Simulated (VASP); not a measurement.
The system is Te2Mo.

```
Te Mo
1.0
     3.51820    0.00000    0.00000
    -1.75910    3.04685    0.00000
     0.00000    0.00000   13.97360
Te Mo
4 2
Cartesian
  0.0000 2.0312 8.6776
  1.7591 1.0156 1.6908
  0.0000 2.0312 12.2828
  1.7591 1.0156 5.2960
  0.0000 2.0312 3.4934
  1.7591 1.0156 10.4802
```

Base run:

```yaml
Program: VASP 6.6.1
Functional: PBEsol
Potentials_or_basis: VASP PAW PBE potentials, release 64 (Te, Mo_sv)
Cutoff: 520 eV
k_mesh: 7 × 7 × 2
Occupations: methfessel-paxton, width 0.1 eV
Spin: no spin polarisation
```

Its results: band gap on the k mesh 0.81 eV, indirect (least direct gap 1.25 eV); pressure -1.0 GPa; largest force 0.061 eV/Å.

Task: After a change of settings the same cell gave: band gap on the k mesh 0.99 eV, direct; pressure -1.3 GPa; largest force 0.360 eV/Å. Which change was it?
A. k mesh from 7 × 7 × 2 to 9 × 9 × 2; further incar settings from ALGO = Normal; EDIFF = 1e-07; NBANDS = 35 to ALGO = Normal; EDIFF = 1e-06; NBANDS = 35
B. k mesh from 7 × 7 × 2 to 5 × 5 × 1; further incar settings from ALGO = Normal; EDIFF = 1e-07; NBANDS = 35 to ALGO = Normal; EDIFF = 1e-06; NBANDS = 35
C. k mesh from 7 × 7 × 2 to 3 × 3 × 1
D. k mesh from 7 × 7 × 2 to 6 × 6 × 2; further incar settings from ALGO = Normal; EDIFF = 1e-07; NBANDS = 35 to ALGO = Normal; EDIFF = 1e-06; NBANDS = 35

Result: C.

Caveats: some runs use coarse meshes; the PAW data sets were made with another functional, which shifts forces and pressure a little; spin-orbit coupling is left out, which moves the levels of the heavy elements; this functional lacks dispersion, which binds the layers, so the pressure and a relaxed spacing across them are unreliable.
